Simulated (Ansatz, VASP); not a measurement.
AlFe: VASP beside Ansatz

File INCAR:

```
SYSTEM = AlFe
  PREC = Accurate
  ENCUT = 520
  EDIFF = 1E-6
  ISMEAR = 0
  SIGMA = 0.15
  LREAL = .False.
  LASPH = .True.
  NELM = 150
  ALGO = Normal
  ISIF = 2
  LWAVE = .False.
  LCHARG = .False.
  ISPIN = 2
  MAGMOM = 0 0.84
  LORBIT = 11
  LMAXMIX = 4
  GGA = PS
  NBANDS = 16
```

File KPOINTS:

```
Automatic mesh
0
Gamma
  18 18 18
  0 0 0
```

The input POSCAR:

```
AlFe
1.0
    2.9100000000      0.0000000000      0.0000000000
    0.0000000000      2.9100000000      0.0000000000
    0.0000000000      0.0000000000      2.9100000000
Al Fe
1 1
Direct
    0.0000000000      0.0000000000      0.0000000000
    0.5000000000      0.5000000000      0.5000000000
```

Input for Ansatz:

```yaml
crystal:
  lattice:
    - [2.91, 0.0, 0.0]
    - [0.0, 2.91, 0.0]
    - [0.0, 0.0, 2.91]
  atoms:
    - { symbol: Al, position: [0.0, 0.0, 0.0] }
    - { symbol: Fe, position: [0.5, 0.5, 0.5], spin: 0.84 }
basis:
  ecutwfc: 420
kpoints:
  mp_grid: { grid: [18, 18, 18] }
hamiltonian:
  xc: pbesol
scf:
  occupations: { method: gaussian, width: 0.15 }
output:
  forces: true
  stress: true
  eigenvalues: true
  populations: true
  write_density: true
  write_potential: true
  elf: true
  volumetric_format: npy
magnetization:
  spin_polarized: true
```

Alike in both runs: task single point; functional PBEsol; k mesh 18 × 18 × 18; occupations gaussian, width 0.15 eV; collinear spin.

|  | VASP | Ansatz |
| --- | --- | --- |
| version | VASP 6.6.1 | Ansatz 0.2.0 |
| potentials or method | VASP PAW PBE potentials, release 64 (Al, Fe), cutoff 520 eV | scalar-relativistic, plane waves, PAW |
| valence electrons in the cell | 11 | 19 |

VASP gave:

- gap on the k mesh at the Fermi level (eV): none
- pressure (GPa): -10.8
- net moment per atom (μB): 0.36
- size of the moment on the site where the two differ most (μB): 0.02

Question: Estimate Ansatz's values.

Answer: gap on the k mesh at the Fermi level (eV): none; pressure (GPa): -11.0; net moment per atom (μB): 0.37; size of the moment on the site where the two differ most (μB): 0.03.

VASP's potentials were made for PBE, not for PBEsol. Site moments also hang on the region over which each program counts them. A gap of «none» marks a metal or a gap that the smearing closes. The functional is the same, so the differences come from potentials, cutoffs and numerics. VASP's potentials hold 11 valence electrons a cell and Ansatz's 19, so a difference there can come from the potentials and not from the codes.
